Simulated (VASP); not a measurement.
KSrBr3: single point with PBE

The system is KSrBr3.

```
K Sr Br
1.0
     5.86240    0.00000    0.00000
     0.00000    5.86240    0.00000
     0.00000    0.00000    5.86240
K Sr Br
1 1 3
Direct
  0.00000 0.00000 0.00000
  0.50000 0.50000 0.50000
  0.50000 0.50000 0.00000
  0.50000 0.00000 0.50000
  0.00000 0.50000 0.50000
```

This cell differs from its parent crystal: volume changed by -6%.

```json
{
 "Program": "VASP 6.6.1",
 "Task": "single point",
 "Functional": "PBE",
 "Potentials or basis": "VASP PAW PBE potentials, release 64 (K_sv, Sr_sv, Br)",
 "Cutoff": "520 eV",
 "k mesh": "4 × 4 × 4",
 "Occupations": "gaussian, width 0.01 eV",
 "Spin": "no spin polarisation",
 "Dipole correction": "no",
 "Further INCAR settings": "ALGO = Normal; EDIFF = 1e-06; NBANDS = 28"
}
```

```json
{
  "Pressure": "1.3 GPa",
  "Band gap on the k mesh": "3.80 eV, indirect (least direct gap 4.04 eV)"
}
```

Levels at points of the mesh, in eV from the valence-band top:
```
           k point  band 16  band 17  band 18  band 19  band 20  band 21  band 22  band 23  band 24  band 25
(0.00, 0.00, 0.00)    -0.49    -0.49    -0.24    -0.24    -0.24     3.80     5.23     5.23     5.23     6.25
(0.50, 0.00, 0.00)    -0.80    -0.80    -0.61    -0.32    -0.32     5.43     5.50     5.58     6.50     6.50
(0.50, 0.50, 0.00)    -0.81    -0.81    -0.77    -0.77    -0.01     6.07     6.62     6.62     6.80     6.89
(0.50, 0.50, 0.50)    -1.40    -1.40     0.00     0.00     0.00     5.11     6.48     6.48     6.48     7.78
```

It took 120 s on 1 thread of Intel Xeon 8259CL, with other jobs on the host, peak memory 0.35 GiB.

 A k mesh can miss the band edges.
